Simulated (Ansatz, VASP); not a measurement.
# Pb: VASP beside Ansatz

The input POSCAR:

```
Pb
1.0
    0.0000000000      2.4415696833      2.4415696833
    2.4415696833      0.0000000000      2.4415696833
    2.4415696833      2.4415696833      0.0000000000
Pb
1
Direct
    0.0000000000      0.0000000000      0.0000000000
```

INCAR.step1

```
PREC = Accurate
ENCUT = 520
ISMEAR = -1
SIGMA = 0.05
LREAL = False
LASPH = True
NELM = 60
NBANDS = 13
GGA = PE
ALGO = Normal
EDIFF = 1E-4
LWAVE = True
LCHARG = False
```

The input INCAR.step2:

```
PREC = Accurate
ENCUT = 520
EDIFF = 1E-6
ISMEAR = -1
SIGMA = 0.05
LREAL = False
LASPH = True
NELM = 60
ALGO = Normal
ISIF = 2
LWAVE = False
LCHARG = False
METAGGA = R2SCAN
LMIXTAU = True
NBANDS = 13
ISTART = 1
```

File KPOINTS:

```
Automatic mesh
0
Gamma
  9 9 9
```

The input input.yaml:

```yaml
crystal:
  lattice:
    - [0.0, 2.4415696833, 2.4415696833]
    - [2.4415696833, 0.0, 2.4415696833]
    - [2.4415696833, 2.4415696833, 0.0]
  atoms:
    - { symbol: Pb, position: [0.0, 0.0, 0.0] }
hamiltonian:
  xc: r2scan
  pseudopotentials: { kind: paw }
kpoints:
  mp_grid: { grid: [9, 9, 9] }
scf:
  occupations: { method: fermi_dirac, width: 0.05 }
output:
  forces: true
  stress: true
  eigenvalues: true
  write_density: true
  write_potential: true
  elf: true
  volumetric_format: npy
```

Alike in both runs: task single point; functional r2SCAN; k mesh 9 × 9 × 9; occupations fermi-dirac, width 0.05 eV; no spin polarisation.

|  | VASP | Ansatz |
| --- | --- | --- |
| version | VASP 6.6.1 | Ansatz 0.2.0 |
| potentials or method | VASP PAW PBE potentials, release 64 (Pb_d) | Ansatz PAW |
| plane-wave cutoff (eV) | 520 | 500 |
| valence electrons in the cell | 14 | 14 |

```csv
,VASP,Ansatz,Ansatz less VASP
gap on the k mesh at the Fermi level (eV),none,none,-
pressure (GPa),3.4,3.4,0.00
```

VASP's potentials were made for PBE, not for r2SCAN. A gap of «none» marks a metal or a gap that the smearing closes.

Spin-orbit coupling is off throughout.
